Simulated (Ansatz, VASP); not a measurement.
# One calculation of CuO, two programs

```xyz
4
Lattice="2.3404 -1.7108 -0.0229 2.3197 1.6825 -0.0101 -0.8909 0.0241 5.0786" Properties=species:S:1:pos:R:3 pbc="T T T"
Cu    1.1314    0.8451   -0.0328
Cu    0.6592   -0.8608    2.5221
O     2.0366   -0.3045    1.2916
O     1.5596    0.2913    3.7421
```

Change from the starting cell: kmesh displaced: [4, 4, 2] Gamma-centred.

Alike in both runs: task single point; functional PBE; k mesh 4 × 4 × 2; occupations gaussian, width 0.1 eV; no spin polarisation.

```csv
,VASP,Ansatz
version,VASP 6.6.1,Ansatz 0.2.0
potentials or method,"VASP PAW PBE potentials, release 64 (Cu, O), cutoff 520 eV","scalar-relativistic, plane waves, PAW"
valence electrons in the cell,34,50
```

```csv
,VASP,Ansatz,Ansatz less VASP
gap on the k mesh at the Fermi level (eV),none,none,-
pressure (GPa),7.7,7.0,-0.70
"traceless stress, the component that is largest in VASP (GPa)",2.37,2.29,-0.084
rms of the force components (eV/Å),0.348,0.340,-0.0085
```

Atom by atom the forces differ by 0.024 eV/Å (rms over components). A gap of «none» marks a metal or a gap that the smearing closes. VASP's potentials hold 34 valence electrons a cell and Ansatz's 50, so a difference there can come from the potentials and not from the codes.

The k mesh is coarse, so the values compare programs but aren't converged.
